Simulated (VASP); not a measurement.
Wanted: the native input for a VASP 6.6.1 run.

```
Task                   : single point
Functional             : PBE
Potentials or basis    : VASP PAW PBE potentials, release 64 (Al)
Cutoff                 : 520 eV
k mesh                 : 9 × 9 × 1
Occupations            : gaussian, width 0.1 eV
Spin                   : no spin polarisation
Dipole correction      : yes
Further INCAR settings : ALGO = Normal; EDIFF = 1e-07; NBANDS = 12
```

The structure of Al lies in POSCAR:

```
Al
1.0
    2.8567582918      0.0000000000      0.0000000000
   -1.4283791459      2.4740252532      0.0000000000
    0.0000000000      0.0000000000     20.1013782055
Al
3
Direct
    0.6666666667      0.3333333333      0.1989913308
    0.3333333333      0.6666666667      0.3134471548
    0.0000000000      0.0000000000      0.4278999240
```

The input as run:

INCAR

```
SYSTEM = Al
ALGO     = Normal         ! electronic algorithm
DIPOL    = 0.5 0.5 0.313
EDIFF    = 1E-7           ! SCF threshold, eV
ENCUT    = 520            ! plane-wave cutoff, eV
GGA      = PE             ! functional
IDIPOL   = 3            
ISIF     = 2              ! what is computed and relaxed
ISMEAR   = 0              ! smearing method
LASPH    = .True.         ! aspherical terms in the spheres
LCHARG   = .True.         ! write CHGCAR
LDIPOL   = .True.       
LELF     = .True.         ! ELF
LREAL    = .False.        ! projectors in reciprocal space
LVACPOTAV= .True.       
LVHAR    = .True.       
LWAVE    = .False.        ! write WAVECAR
NBANDS   = 12             ! bands
NELM     = 100            ! most SCF steps
PREC     = Accurate       ! precision mode
SIGMA    = 0.1            ! smearing width, eV
```

KPOINTS

```
k-points
0
Gamma
  9 9 1
  0 0 0
```

Potentials or basis: VASP PAW PBE potentials, release 64 (Al).

The run is started by

```bash
$ cat potpaw_PBE.64/Al/POTCAR > POTCAR
$ mpirun -np 1 vasp_std > vasp.out
```

Results of the run:

* Largest force: 0.174 eV/Å

Wall time 34 s on 1 thread of Intel(R) Xeon(R) Platinum 8259CL CPU @ 2.50GHz (Skylake/Cascade Lake) (shared host), peak memory 0.25 GiB.
